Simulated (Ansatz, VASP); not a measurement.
One calculation of Mg, two programs

POSCAR

```
Mg
1.0
    3.0502998005      0.0000000000      0.0000000000
   -1.5251499003      2.6416371164      0.0000000000
    0.0000000000      0.0000000000      2.8925956915
Mg
1
Direct
    0.0000000000      0.0000000000      0.0000000000
```

INCAR.step1

```
  ALGO = Normal
  EDIFF = 1E-4
  ENCUT = 520
  GGA = PE
  ISMEAR = 0
  LASPH = True
  LCHARG = False
  LREAL = False
  LWAVE = True
  NBANDS = 7
  NELM = 80
  PREC = Accurate
  SIGMA = 0.15
```

INCAR.step2

```
  ALGO = Normal
  EDIFF = 1E-6
  ENCUT = 520
  ISIF = 2
  ISMEAR = 0
  ISTART = 1
  LASPH = True
  LCHARG = True
  LELF = True
  LMIXTAU = True
  LREAL = False
  LVHAR = True
  LWAVE = False
  METAGGA = R2SCAN
  NBANDS = 7
  NELM = 80
  PREC = Accurate
  SIGMA = 0.15
```

Contents of KPOINTS:

```
k-points
0
Gamma
  18 18 16
```

Input for Ansatz:

```yaml
crystal:
  lattice:
    - [3.0502998005, 0.0, 0.0]
    - [-1.5251499003, 2.6416371164, 0.0]
    - [0.0, 0.0, 2.8925956915]
  atoms:
    - { symbol: Mg, position: [0.0, 0.0, 0.0] }
basis:
  ecutwfc: 500
kpoints:
  mp_grid: { grid: [18, 18, 16] }
hamiltonian:
  xc: r2scan
scf:
  occupations: { method: gaussian, width: 0.15 }
output:
  forces: true
  stress: true
  eigenvalues: true
```

Change from the starting cell: strain +0.000 along x and y, -0.050 along z, atoms carried along.

Alike in both runs: task single point; functional r2SCAN; k mesh 18 × 18 × 16; occupations gaussian, width 0.15 eV; no spin polarisation.

|  | VASP | Ansatz |
| --- | --- | --- |
| version | VASP 6.6.1 | Ansatz 0.2.0 |
| potentials or method | VASP PAW PBE potentials, release 64 (Mg), cutoff 520 eV | scalar-relativistic, plane waves, PAW |
| valence electrons in the cell | 2 | 10 |

|  | VASP | Ansatz | Ansatz less VASP |
| --- | --- | --- | --- |
| gap on the k mesh at the Fermi level (eV) | none | none | - |
| pressure (GPa) | 1.8 | 2.0 | +0.22 |
| traceless stress, the component that is largest in VASP (GPa) | 2.06 | 2.03 | -0.034 |

VASP's potentials were made for PBE, not for r2SCAN. A gap of «none» marks a metal or a gap that the smearing closes. The functional is the same, so the differences come from potentials, cutoffs and numerics. VASP's potentials hold 2 valence electrons a cell and Ansatz's 10, so a difference there can come from the potentials and not from the codes.
